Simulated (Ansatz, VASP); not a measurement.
# Two plane-wave programs on BAs

```
CELL_PARAMETERS angstrom
0.00000 2.33974 2.33974
2.33974 0.00000 2.33974
2.33974 2.33974 0.00000
ATOMIC_POSITIONS crystal
B 0.00000 0.00000 0.00000
As 0.25000 0.25000 0.25000
```

Change from the starting cell: volume scaled by 0.94, ions relaxed.

Alike in both runs: functional PBE; k mesh 16 × 16 × 16; occupations fermi-dirac, width 0.02 eV; no spin polarisation.

Ansatz relaxed the structure, and its values are those at the end. VASP's run is a single point on that final structure, the one shown.

|  | VASP | Ansatz |
| --- | --- | --- |
| version | VASP 6.6.1 | Ansatz 0.2.0 |
| potentials or method | VASP PAW PBE potentials, release 64 (B, As_d) | plane-wave PAW, scalar-relativistic |
| plane-wave cutoff (eV) | 560 | 420 |
| valence electrons in the cell | 18 | 18 |

```tsv
	VASP	Ansatz	Ansatz less VASP
gap on the k mesh at the Fermi level (eV)	1.14	1.14	-0.002
pressure (GPa)	12.5	12.8	+0.28
```

With one functional, cell and mesh, what is left measures potentials, basis and numerics. Ansatz's warnings: stress scf threshold loose.
